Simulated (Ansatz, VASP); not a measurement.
# Two plane-wave programs on KCl

```
CELL_PARAMETERS angstrom
3.63400 0.00000 0.00000
0.00000 3.63400 0.00000
0.00000 0.00000 3.63400
ATOMIC_POSITIONS crystal
K 0.00000 0.00000 0.00000
Cl 0.50000 0.50000 0.50000
```

Alike in both runs: functional PBE; k mesh 8 × 8 × 8; occupations fermi-dirac, width 0.02 eV; no spin polarisation.

Ansatz relaxed the structure, and its values are those at the end. VASP's run is a single point on that final structure, the one shown.

|  | VASP | Ansatz |
| --- | --- | --- |
| version | VASP 6.6.1 | Ansatz 0.2.0 |
| potentials or method | VASP PAW PBE potentials, release 64 (K_sv, Cl) | plane-wave PAW, scalar-relativistic |
| plane-wave cutoff (eV) | 520 | 420 |
| valence electrons in the cell | 16 | 16 |

|  | VASP | Ansatz | Ansatz less VASP |
| --- | --- | --- | --- |
| gap on the k mesh at the Fermi level (eV) | 5.58 | 5.58 | +0.003 |
| pressure (GPa) | 4.5 | 4.5 | -0.07 |

Ansatz's warnings: stress scf threshold loose.
